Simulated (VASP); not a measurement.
# SnO2 (fluorite type) (Fm-3m) in VASP: notebook

The runs below take SnO2 (fluorite type) through single point, with PBE.

Program: VASP 6.6.1. These are calculated values, not measurements. Logs are shortened: lines on timing, memory, paths and dates and some standing lists are left out, and cuts for length are marked.

### 1 The cell of the first run

Symmetry: Fm-3m, No. 225, cubic system. The conventional cell has a = 5.108 Å, b = 5.108 Å, c = 5.108 Å, α = 90.00°, β = 90.00°, γ = 90.00°. Sn (site symmetry m-3m) has 8 O at 2.21 Å within 2.9 Å. O (site symmetry -43m) has 4 Sn at 2.21 Å and 6 O at 2.55 Å within 2.9 Å.

### 2 Single point, PBE

Input file INCAR:

```
SYSTEM = SnO2
PREC = Accurate
ENCUT = 520
EDIFF = 1E-6
ISMEAR = -1
SIGMA = 0.06122561905347299
LREAL = .FALSE.
LASPH = .TRUE.
NELM = 80
ALGO = Normal
ISIF = 2
LWAVE = .FALSE.
LCHARG = .FALSE.
GGA = PE
NBANDS = 20
```

Input file KPOINTS:

```
regular mesh
0
G
  13 13 13
  0 0 0
```

Input file POSCAR:

```
SnO2
1.0
    0.0000000000      2.5541843174      2.5541843174
    2.5541843174      0.0000000000      2.5541843174
    2.5541843174      2.5541843174      0.0000000000
Sn O
1 2
Direct
    0.0000000000      0.0000000000      0.0000000000
    0.2500000000      0.2500000000      0.2500000000
    0.7500000000      0.7500000000      0.7500000000
```

Potentials or basis: VASP PAW PBE potentials, release 64 (Sn_d, O).

The run is started by

```
cat potpaw_PBE.64/Sn_d/POTCAR potpaw_PBE.64/O/POTCAR > POTCAR
mpirun -np 1 vasp_std > vasp.out
```

OUTCAR:

```text
SYSTEM = SnO2
   PREC = Accurate
   ENCUT = 520
   EDIFF = 1E-6
   ISMEAR = -1
   LREAL = .FALSE.
   LASPH = .TRUE.
   NELM = 80
   ISIF = 2
   GGA = PE

 ion  position               nearest neighbor table
   1  0.000  0.000  0.000-   3 2.21   3 2.21   3 2.21   2 2.21   3 2.21   2 2.21   2 2.21   2 2.21

   2  0.250  0.250  0.250-   1 2.21   1 2.21   1 2.21   1 2.21
   3  0.750  0.750  0.750-   1 2.21   1 2.21   1 2.21   1 2.21

  LATTYP: Found a face centered cubic cell.
 ALAT       =     5.1083686348

  Lattice vectors:

 A1 = (   0.0000000000,   2.5541843174,   2.5541843174)
 A2 = (   2.5541843174,   0.0000000000,   2.5541843174)
 A3 = (   2.5541843174,   2.5541843174,   0.0000000000)

Analysis of symmetry for initial positions (statically):
=====================================================================
 Subroutine PRICEL returns:
 Original cell was already a primitive cell.

 Routine SETGRP: Setting up the symmetry group for a
 face centered cubic supercell.

 Subroutine GETGRP returns: Found 48 space group operations
 (whereof 48 operations were pure point group operations)
 out of a pool of 48 trial point group operations.

The static configuration has the point symmetry O_h .

Analysis of symmetry for dynamics (positions and initial velocities):
=====================================================================
 Subroutine PRICEL returns:
 Original cell was already a primitive cell.

 Routine SETGRP: Setting up the symmetry group for a
 face centered cubic supercell.

 Subroutine GETGRP returns: Found 48 space group operations
 (whereof 48 operations were pure point group operations)
 out of a pool of 48 trial point group operations.

The dynamic configuration has the point symmetry O_h .

 Subroutine INISYM returns: Found 48 space group operations
 (whereof 48 operations are pure point group operations),
 and found     1 'primitive' translations

----------------------------------------------------------------------------------------

                                     Primitive cell

  volume of cell :      33.3263

  direct lattice vectors                    reciprocal lattice vectors
     0.000000000  2.554184317  2.554184317    -0.195757212  0.195757212  0.195757212
     2.554184317  0.000000000  2.554184317     0.195757212 -0.195757212  0.195757212
     2.554184317  2.554184317  0.000000000     0.195757212  0.195757212 -0.195757212

  length of vectors
     3.612162102  3.612162102  3.612162102     0.339061437  0.339061437  0.339061437

  position of ions in fractional coordinates (direct lattice)
     0.000000000  0.000000000  0.000000000
     0.250000000  0.250000000  0.250000000
     0.750000000  0.750000000  0.750000000

  ion indices of the primitive-cell ions
   primitive index   ion index
                 1           1
                 2           2
                 3           3

----------------------------------------------------------------------------------------

 KPOINTS: regular mesh

Automatic generation of k-mesh.
 Grid dimensions read from file:
 generate k-points for:   13   13   13

 Generating k-lattice:

  Cartesian coordinates                     Fractional coordinates (reciprocal lattice)
    -0.015058247  0.015058247  0.015058247     0.076923077  0.000000000  0.000000000
     0.015058247 -0.015058247  0.015058247     0.000000000  0.076923077  0.000000000
     0.015058247  0.015058247 -0.015058247     0.000000000  0.000000000  0.076923077

  Length of vectors
     0.026081649  0.026081649  0.026081649

  Shift w.r.t. Gamma in fractional coordinates (k-lattice)
     0.000000000  0.000000000  0.000000000

 Subroutine IBZKPT returns following result:
 ===========================================

 Found     84 irreducible k-points:

 Following reciprocal coordinates:
            Coordinates               Weight
  0.000000  0.000000  0.000000      1.000000
  0.076923  0.000000  0.000000      8.000000
  0.153846  0.000000  0.000000      8.000000
  0.230769  0.000000  0.000000      8.000000
  0.307692  0.000000  0.000000      8.000000
  0.384615  0.000000  0.000000      8.000000
[... 16 lines left out ...]
  0.384615  0.153846  0.000000     24.000000
  0.461538  0.153846  0.000000     24.000000
 [... further k-points ...]
   k-points           NKPTS =     84   k-points in BZ     NKDIM =     84   number of bands    NBANDS=     20
   number of dos      NEDOS =    301   number of ions     NIONS =      3
   total plane-waves  NPLWV =  21952
   dimension x,y,z NGX =    28 NGY =   28 NGZ =   28
   dimension x,y,z NGXF=    56 NGYF=   56 NGZF=   56
   ions per type =               1   2
   NGX,Y,Z   is equivalent  to a cutoff of  12.89, 12.89, 12.89 a.u.
   NGXF,Y,Z  is equivalent  to a cutoff of  25.77, 25.77, 25.77 a.u.
 SYSTEM =  SnO2
   PREC   = accura    normal or accurate (medium, high low for compatibility)
   ISTART =      0    job   : 0-new  1-cont  2-samecut
   ICHARG =      2    charge: 1-file 2-atom 10-const
   ISPIN  =      1    spin polarized calculation?
   LNONCOLLINEAR =      F non collinear calculations
   LSORBIT =      F    spin-orbit coupling
   LASPH  =      T    aspherical Exc in radial PAW
   ENCUT  =  520.0 eV  38.22 Ry    6.18 a.u.   6.72  6.72  6.72*2*pi/ulx,y,z
   NELM   =     80;   NELMIN=  2; NELMDL= -5     # of ELM steps
   EDIFF  = 0.1E-05   stopping-criterion for ELM
   LREAL  =      F    real-space projection
   EDIFFG = 0.1E-04   stopping-criterion for IOM
   NSW    =      0    number of steps for IOM
   IBRION =     -1    ionic relax: 0-MD 1-quasi-New 2-CG
   NFREE  =      0    steps in history (QN), initial steepest desc. (CG)
   ISIF   =      2    stress and relaxation
   ISYM   =      2    0-nonsym 1-usesym 2-fastsym
   POTIM  = 0.5000    time-step for ionic-motion
   TEBEG  =    0.0;   TEEND  =   0.0 temperature during run
   PSTRESS=    0.0 pullay stress
   NELECT =      26.0000    total number of electrons
   NUPDOWN=      -1.0000    fix difference up-down
   EMIN   =  10.00;   EMAX   =-10.00  energy-range for DOS
   EFERMI =   0.00;   METHOD = LEGACY
   ISMEAR =    -1;   SIGMA  =   0.06  broadening in eV -4-tet -1-fermi 0-gaus
   EFERMI_NEDOS =   21; number of points for ismear=-14 and -15
   IALGO  =     38    algorithm
   IMIX   =      4    mixing-type and parameters
     AMIX     =   0.40;   BMIX     =  1.00
     AMIX_MAG =   1.60;   BMIX_MAG =  1.00
  volume/ion in A,a.u.               =      11.11        74.97
  Fermi-wavevector in a.u.,A,eV,Ry     =   1.507083  2.847973 30.902884  2.271298
  Thomas-Fermi vector in A             =   2.617715
   LORBIT       =      0    0 simple, 1 ext, 2 COOP (PROOUT), +10 PAW based schemes
   GGA     = PE    functional components
   LHFCALC =     F    Hartree Fock is set to
   AEXX    =    0.0000 exact exchange contribution
   IVDW    =     0    specifies the selected vdW correction
   LEPSILON=     F    determine dielectric tensor
   LRPA    =     F    only Hartree local field effects (RPA)
 non-spin polarized calculation
  energy-cutoff  :      520.00
  volume of cell :       33.33
 maximum number of plane-waves:       914
   NGX = 13   NGY = 13   NGZ = 13

 number of electron      25.9999983 magnetization

 Free energy of the ion-electron system (eV)
  ---------------------------------------------------
  ext. energy  EPLUGINS =         0.00000000
  ---------------------------------------------------
  free energy    TOTEN  =       -17.90495680 eV

  energy without entropy =      -17.90457767  energy(sigma->0) =      -17.90476723

 E-fermi :   7.9341     XC(G=0): -11.7896

 val. band max:        7.7207928292   @ k =   0.0000   0.0000   0.0000
 cond. band min:       8.4153935158   @ k =   0.0769   0.0000   0.0000
 fundamental gap:      0.6946006865
 Fermi energy:         7.9340913384

 k-point     1 :       0.0000    0.0000    0.0000
  band No.  band energies     occupation
      1     -12.8823      2.00000
      2     -12.8823      2.00000
      3     -12.8823      2.00000
      4     -12.7427      2.00000
      5     -12.7427      2.00000
      6     -11.8257      2.00000
[... 12 lines left out ...]
     19      22.8875      0.00000
     20      22.8875      0.00000

 k-point     2 :       0.0769    0.0000    0.0000
  band No.  band energies     occupation
      1     -12.9048      2.00000
      2     -12.8777      2.00000
      3     -12.8777      2.00000
      4     -12.7429      2.00000
      5     -12.7429      2.00000
      6     -11.7663      2.00000
[... 12 lines left out ...]
     19      22.9018      0.00000
     20      22.9018      0.00000

 k-point     3 :       0.1538    0.0000    0.0000
  band No.  band energies     occupation
      1     -12.9726      2.00000
      2     -12.8660      2.00000
      3     -12.8660      2.00000
      4     -12.7426      2.00000
      5     -12.7426      2.00000
      6     -11.5805      2.00000
[... 12 lines left out ...]
     19      22.9432      0.00000
     20      22.9432      0.00000

 k-point     4 :       0.2308    0.0000    0.0000
  band No.  band energies     occupation
      1     -13.0746      2.00000
      2     -12.8526      2.00000
      3     -12.8526      2.00000
      4     -12.7388      2.00000
      5     -12.7388      2.00000
      6     -11.2639      2.00000
[... 12 lines left out ...]
     19      22.9993      0.00000
     20      23.5516      0.00000

 k-point     5 :       0.3077    0.0000    0.0000
  band No.  band energies     occupation
      1     -13.1844      2.00000
      2     -12.8435      2.00000
      3     -12.8435      2.00000
      4     -12.7295      2.00000
      5     -12.7295      2.00000
      6     -10.8341      2.00000
[... 12 lines left out ...]
     19      23.0369      0.00000
     20      23.8314      0.00000
[... 353 lines left out ...]
      6     -11.3138      2.00000
[... 12 lines left out ...]
     19      23.3268      0.00000
     20      24.7414      0.00000

 k-point    22 :       0.3077    0.1538    0.0000
  band No.  band energies     occupation
      1     -13.1389      2.00000
      2     -12.8634      2.00000
      3     -12.8213      2.00000
      4     -12.7636      2.00000
      5     -12.7209      2.00000
      6     -10.9725      2.00000
[... 12 lines left out ...]
     19      23.4820      0.00000
     20      25.6660      0.00000

 k-point    23 :       0.3846    0.1538    0.0000
  band No.  band energies     occupation
      1     -13.2077      2.00000
      2     -12.8851      2.00000
      3     -12.8150      2.00000
      4     -12.7609      2.00000
      5     -12.7122      2.00000
      6     -10.5256      2.00000
[... 12 lines left out ...]
     19      23.5696      0.00000
     20      25.8679      0.00000

 k-point    24 :       0.4615    0.1538    0.0000
  band No.  band energies     occupation
      1     -13.2589      2.00000
      2     -12.9032      2.00000
      3     -12.8135      2.00000
      4     -12.7543      2.00000
      5     -12.7075      2.00000
      6     -10.0213      2.00000
[... 12 lines left out ...]
     19      23.4751      0.00000
     20      25.8628      0.00000

 [... further k-points ...]

------------------------ aborting loop because EDIFF is reached ----------------------------------------

  FORCE on cell =-STRESS in cart. coord.  units (eV):
  Direction    XX          YY          ZZ          XY          YZ          ZX
  --------------------------------------------------------------------------------------
  -------------------------------------------------------------------------------------
  Total        0.9664142      0.9664142      0.9664142      0.0000000      0.0000000      0.0000000
  in kB       46.4608544     46.4608544     46.4608544      0.0000000      0.0000000      0.0000000
  external PRESSURE =      46.4608544 kB  Pullay stress =       0.0000000 kB

 VOLUME and BASIS-vectors are now :
 -----------------------------------------------------------------------------
  energy-cutoff  :      520.00
  volume of cell :       33.33
      direct lattice vectors                 reciprocal lattice vectors
     0.000000000  2.554184317  2.554184317    -0.195757212  0.195757212  0.195757212
     2.554184317  0.000000000  2.554184317     0.195757212 -0.195757212  0.195757212
     2.554184317  2.554184317  0.000000000     0.195757212  0.195757212 -0.195757212

 POSITION                                       TOTAL-FORCE (eV/Angst)
 -----------------------------------------------------------------------------------
      0.00000      0.00000      0.00000         0.000000     -0.000000     -0.000000
      1.27709      1.27709      1.27709         0.000000      0.000000     -0.000000
      3.83128      3.83128      3.83128        -0.000000     -0.000000      0.000000
 -----------------------------------------------------------------------------------
    total drift:                               -0.000000     -0.000000      0.000000

  FREE ENERGIE OF THE ION-ELECTRON SYSTEM (eV)
  ---------------------------------------------------
  free  energy   TOTEN  =       -17.9049567977 eV

  energy  without entropy=      -17.9045776652  energy(sigma->0) =      -17.90476723
```

It took 28 s on 1 thread of Intel Xeon 6975P-C (Granite Rapids), shared host; peak memory 0.19 GiB.

Results:

- Free energy: -17.9050 eV
- Pressure: 4.6 GPa
- Band gap on the k mesh: 0.08 eV (least direct gap 1.39 eV)

Caveat: the cell stands under pressure; the smearing spreads over this small gap; semilocal functionals underestimate gaps, and a narrow one can read as zero; spin-orbit coupling is left out, which moves the levels of the heavy elements; an odd mesh through Γ misses points on the zone boundary, where band edges can lie.

### 3 Single point, PBE

This run uses another cell than the first one, of 11.34 Å³/atom.

Input file INCAR:

```
ALGO = Normal
EDIFF = 1E-7
ENCUT = 520
GGA = PE
ISIF = 2
ISMEAR = -1
LASPH = True
LCHARG = False
LREAL = False
LWAVE = False
NBANDS = 20
NELM = 100
PREC = Accurate
SIGMA = 0.06122561905347299
```

Input file KPOINTS:

```
k-points
0
Gamma
  13 13 13
```

Input file POSCAR:

```
SnO2
1.0
    0.0000000000      2.5714428430      2.5714428430
    2.5714428430      0.0000000000      2.5714428430
    2.5714428430      2.5714428430      0.0000000000
Sn O
1 2
Direct
    0.0000000000      0.0000000000      0.0000000000
    0.2500000000      0.2500000000      0.2500000000
    0.7500000000      0.7500000000      0.7500000000
```

Potentials or basis: VASP PAW PBE potentials, release 64 (Sn_d, O).

The run is started by

```
cat potpaw_PBE.64/Sn_d/POTCAR potpaw_PBE.64/O/POTCAR > POTCAR
mpirun -np 1 vasp_std > vasp.out
```

Wall time 35 s (1 thread of Intel Xeon 6975P-C (Granite Rapids), shared host); peak memory 0.19 GiB.

Results (log left out):

| Property | Result |
| --- | --- |
| Free energy | -17.9169 eV |
| Pressure | 0.6 GPa |
| Band gap on the k mesh | zero (bands 13 and 14 overlap by 0.11 eV) |

Levels at points of the mesh, in eV from the Fermi level:
| k point | band 10 | band 11 | band 12 | band 13 | band 14 | band 15 | band 16 | band 17 |
| --- | --- | --- | --- | --- | --- | --- | --- | --- |
| (0.00, 0.00, 0.00) | -3.05 | -1.57 | -1.57 | -1.57 | -0.41 | 6.73 | 6.73 | 6.73 |

Caveat: semilocal functionals underestimate gaps, and a narrow one can read as zero; spin-orbit coupling is left out, which moves the levels of the heavy elements.

### 4 Single point, PBE

This run uses another cell than the first one, of 11.56 Å³/atom.

Input file INCAR:

```
PREC = Accurate ; ENCUT = 520
EDIFF = 1E-6 ; ISMEAR = -1
SIGMA = 0.06122561905347299 ; LREAL = False
LASPH = True ; NELM = 60
ALGO = Normal ; ISIF = 2
LWAVE = False ; LCHARG = False
GGA = PE ; NBANDS = 20
```

Input file KPOINTS:

```
regular mesh
0
Gamma
  13 13 13
```

Input file POSCAR:

```
SnO2
1.0
    0.0000000000      2.5884727621      2.5884727621
    2.5884727621      0.0000000000      2.5884727621
    2.5884727621      2.5884727621      0.0000000000
Sn O
1 2
Direct
    0.0000000000      0.0000000000      0.0000000000
    0.2500000000      0.2500000000      0.2500000000
    0.7500000000      0.7500000000      0.7500000000
```

Potentials or basis: VASP PAW PBE potentials, release 64 (Sn_d, O).

The run is started by

```
cat potpaw_PBE.64/Sn_d/POTCAR potpaw_PBE.64/O/POTCAR > POTCAR
mpirun -np 1 vasp_std > vasp.out
```

OUTCAR:

```text
PREC = Accurate
   ENCUT = 520
   EDIFF = 1E-6
   ISMEAR = -1
   LREAL = False
   LASPH = True
   NELM = 60
   ISIF = 2
   GGA = PE

 ion  position               nearest neighbor table
   1  0.000  0.000  0.000-   3 2.24   3 2.24   3 2.24   2 2.24   2 2.24   2 2.24   3 2.24   2 2.24

   2  0.250  0.250  0.250-   1 2.24   1 2.24   1 2.24   1 2.24
   3  0.750  0.750  0.750-   1 2.24   1 2.24   1 2.24   1 2.24

  LATTYP: Found a face centered cubic cell.
 ALAT       =     5.1769455242
[... 744 lines left out ...]

  FORCE on cell =-STRESS in cart. coord.  units (eV):
  Direction    XX          YY          ZZ          XY          YZ          ZX
  --------------------------------------------------------------------------------------
  -------------------------------------------------------------------------------------
  Total       -0.6430858     -0.6430858     -0.6430858      0.0000000     -0.0000000      0.0000000
  in kB      -29.7042567    -29.7042567    -29.7042567      0.0000000     -0.0000000      0.0000000
  external PRESSURE =     -29.7042567 kB  Pullay stress =       0.0000000 kB

 VOLUME and BASIS-vectors are now :
 -----------------------------------------------------------------------------
  energy-cutoff  :      520.00
  volume of cell :       34.69
      direct lattice vectors                 reciprocal lattice vectors
     0.000000000  2.588472762  2.588472762    -0.193164096  0.193164096  0.193164096
     2.588472762  0.000000000  2.588472762     0.193164096 -0.193164096  0.193164096
     2.588472762  2.588472762  0.000000000     0.193164096  0.193164096 -0.193164096

 POSITION                                       TOTAL-FORCE (eV/Angst)
 -----------------------------------------------------------------------------------
      0.00000      0.00000      0.00000         0.000000      0.000000      0.000000
      1.29424      1.29424      1.29424         0.000000      0.000000      0.000000
      3.88271      3.88271      3.88271        -0.000000     -0.000000     -0.000000
 -----------------------------------------------------------------------------------
    total drift:                                0.000000     -0.000000      0.000000

  FREE ENERGIE OF THE ION-ELECTRON SYSTEM (eV)
  ---------------------------------------------------
  free  energy   TOTEN  =       -17.9126821971 eV

  energy  without entropy=      -17.9121028666  energy(sigma->0) =      -17.91239253
```

OSZICAR:

```text
N       E                     dE             d eps       ncg     rms          rms(c)
DAV:   1     0.237341881905E+03    0.23734E+03   -0.13493E+04  3680   0.200E+03
DAV:   2     0.437973792100E+01   -0.23296E+03   -0.22069E+03  3608   0.487E+02
DAV:   3    -0.203360307315E+02   -0.24716E+02   -0.24390E+02  3876   0.134E+02
DAV:   4    -0.210005972547E+02   -0.66457E+00   -0.66402E+00  3768   0.228E+01
DAV:   5    -0.210156903101E+02   -0.15093E-01   -0.15092E-01  4240   0.357E+00    0.106E+01
DAV:   6    -0.179094001936E+02    0.31063E+01   -0.11439E+01  5132   0.575E+01    0.380E+00
DAV:   7    -0.179273199342E+02   -0.17920E-01   -0.68660E-01  3572   0.603E+00    0.192E+00
DAV:   8    -0.179147374744E+02    0.12582E-01   -0.85006E-02  3792   0.264E+00    0.391E-01
DAV:   9    -0.179120736786E+02    0.26638E-02   -0.13843E-02  5212   0.150E+00    0.854E-02
DAV:  10    -0.179126722020E+02   -0.59852E-03   -0.15796E-03  3700   0.471E-01    0.249E-02
DAV:  11    -0.179126814288E+02   -0.92268E-05   -0.86377E-05  4528   0.158E-01    0.181E-02
DAV:  12    -0.179126823747E+02   -0.94581E-06   -0.13804E-05  4328   0.339E-02    0.770E-03
DAV:  13    -0.179126821971E+02    0.17755E-06   -0.30651E-06  3656   0.115E-02
   1 F= -.17912682E+02 E0= -.17912393E+02  d E =-.579330E-03
```

stdout:

```text
POSCAR found type information on POSCAR SnO
 POSCAR found :  2 types and       3 ions
 scaLAPACK will be used
 LDA part: xc-table for (Slater+PW92), standard interpolation
 POSCAR, INCAR and KPOINTS ok, starting setup
 FFT: planning ... GRIDC
 FFT: planning ... GRID_SOFT
 FFT: planning ... GRID
 WAVECAR not read
 entering main loop
```

Run time: 29 s. Hardware: 1 thread of Intel Xeon 6975P-C (Granite Rapids), shared host; peak memory 0.19 GiB.

Results:

- Free energy: -17.9127 eV
- Pressure: -3.0 GPa
- Band gap on the k mesh: zero (bands 13 and 14 overlap by 0.30 eV)

Caveat: semilocal functionals underestimate gaps, and a narrow one can read as zero; spin-orbit coupling is left out, which moves the levels of the heavy elements.

(Continued in part 2 of 2.)

The gap in the log of VASP goes by the Fermi energy; the results here count the filled bands.